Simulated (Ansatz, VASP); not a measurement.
# Ru: VASP beside Ansatz

```
Ru
1.0
     2.70389    0.00000    0.00000
    -1.35194    2.34164    0.00000
     0.00000    0.00000    4.28168
Ru
2
Direct
  0.33333 0.66667 0.25000
  0.66667 0.33333 0.75000
```

Alike in both runs: task relaxation of cell and atoms; functional revPBE; k mesh 13 × 13 × 8; occupations fermi-dirac, width 0.05 eV; collinear spin.

|  | VASP | Ansatz |
| --- | --- | --- |
| version | VASP 6.6.1 | Ansatz 0.2.0 |
| potentials or method | VASP PAW PBE potentials, release 64 (Ru_pv), cutoff 600 eV | plane waves (420 eV) with PAW, scalar-relativistic |
| valence electrons in the cell | 28 | 32 |

|  | VASP | Ansatz | Ansatz less VASP |
| --- | --- | --- | --- |
| net moment per atom (μB) | 0.00 | 0.00 | 0.000 |
| relaxed volume (Å³/atom) | 13.90 | 13.91 | +0.006 |
| relaxed length of the cell vector where the two differ most in proportion (Å) | 2.733 | 2.733 | +0.0004 |

VASP's potentials were made for PBE, not for revPBE. VASP's potentials hold 28 valence electrons a cell and Ansatz's 32, so a difference there can come from the potentials and not from the codes. Ansatz's warnings: seeded moment not kept.
